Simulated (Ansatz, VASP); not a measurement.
**Nb3N in VASP and in Ansatz**

File INCAR:

```
SYSTEM = Nb3N
PREC = Accurate
ENCUT = 520
EDIFF = 1E-7
ISMEAR = 0
SIGMA = 0.1
LREAL = .False.
LASPH = .True.
NELM = 150
ALGO = Normal
ISIF = 2
LWAVE = .False.
LCHARG = .False.
ISPIN = 2
MAGMOM = 0 0 0 0
LORBIT = 11
LMAXMIX = 4
GGA = PE
NBANDS = 34
```

KPOINTS

```
regular mesh
0
Gamma
  4 4 6
  0 0 0
```

POSCAR

```
Nb3N
1.0
    2.7931698400     -2.9888918800      0.0000000000
    2.7931698400      2.9888918800      0.0000000000
    0.0000000000      0.0000000000      3.6039758000
Nb N
3 1
Direct
    0.7075769200      0.2924230800      0.0000000000
    0.2924230800      0.7075769200      0.0000000000
    0.0000000000      0.0000000000      0.5000000000
    0.0000000000      0.0000000000      0.0000000000
```

Input for Ansatz:

```yaml
crystal:
  lattice:
    - [2.79316984, -2.98889188, 0.0]
    - [2.79316984, 2.98889188, 0.0]
    - [0.0, 0.0, 3.6039758]
  atoms:
    - { symbol: Nb, position: [0.70757692, 0.29242308, 0.0] }
    - { symbol: Nb, position: [0.29242308, 0.70757692, 0.0] }
    - { symbol: Nb, position: [0.0, 0.0, 0.5] }
    - { symbol: "N", position: [0.0, 0.0, 0.0] }
basis:
  ecutwfc: 420
kpoints:
  mp_grid: { grid: [4, 4, 6] }
hamiltonian:
  xc: pbe
scf:
  occupations: { method: gaussian, width: 0.1 }
  lower_state_search: "off"
output:
  forces: true
  stress: true
  eigenvalues: true
  populations: true
magnetization:
  spin_polarized: true
```

Alike in both runs: task single point; functional PBE; k mesh 4 × 4 × 6; occupations gaussian, width 0.1 eV; collinear spin.

```csv
,VASP,Ansatz
version,VASP 6.6.1,Ansatz 0.2.0
potentials or method,"VASP PAW PBE potentials, release 64 (Nb_sv, N), cutoff 520 eV","scalar-relativistic, plane waves, PAW"
valence electrons in the cell,44,44
```

|  | VASP | Ansatz | Ansatz less VASP |
| --- | --- | --- | --- |
| gap on the k mesh at the Fermi level (eV) | none | none | - |
| rms of the force components (eV/Å) | 3.718 | 3.718 | -0.0008 |

Atom by atom the forces differ by 0.001 eV/Å (rms over components). A gap of «none» marks a metal or a gap that the smearing closes. With one functional, cell and mesh, what is left measures potentials, basis and numerics. Ansatz's warnings: no starting moments, stability check not made.

The k mesh is coarse, so the values compare programs but aren't converged.
